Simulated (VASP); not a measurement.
Input of a VASP 6.6.1 run:

File INCAR:

```
SYSTEM = PbS
ALGO = Normal
EDIFF = 1E-8
ENCUT = 520
ISIF = 2
ISMEAR = -1
LASPH = .TRUE.
LCHARG = .FALSE.
LEFG = .TRUE.
LREAL = .FALSE.
LWAVE = .FALSE.
NBANDS = 17
NELM = 60
PREC = Accurate
SIGMA = 0.01
```

Contents of KPOINTS:

```
k-points
0
G
  8 8 8
  0 0 0
```

POSCAR

```
PbS
1.0
    0.0000000000      3.0040176323      3.0040176323
    3.0040176323      0.0000000000      3.0040176323
    3.0040176323      3.0040176323      0.0000000000
Pb S
1 1
Direct
    0.0000000000      0.0000000000      0.0000000000
    0.5000000000      0.5000000000      0.5000000000
```

Potentials or basis: VASP PAW LDA potentials, release 64 (Pb_d, S).

Launch:

```bash
$ cat potpaw_LDA.64/Pb_d/POTCAR potpaw_LDA.64/S/POTCAR > POTCAR
$ mpirun -np 1 vasp_std > vasp.out
```

Q: Predict the pressure.

A: -4.4 GPa.

Q: What does it give for the band gap on the k mesh?

A: 0.34 eV, direct.

Caveat: without QUAD_EFG the Cq values of the log hold for a quadrupole moment of 1 mb, not for the nuclei; spin-orbit coupling is left out, which moves the levels of the heavy elements. A k mesh can miss the band edges.
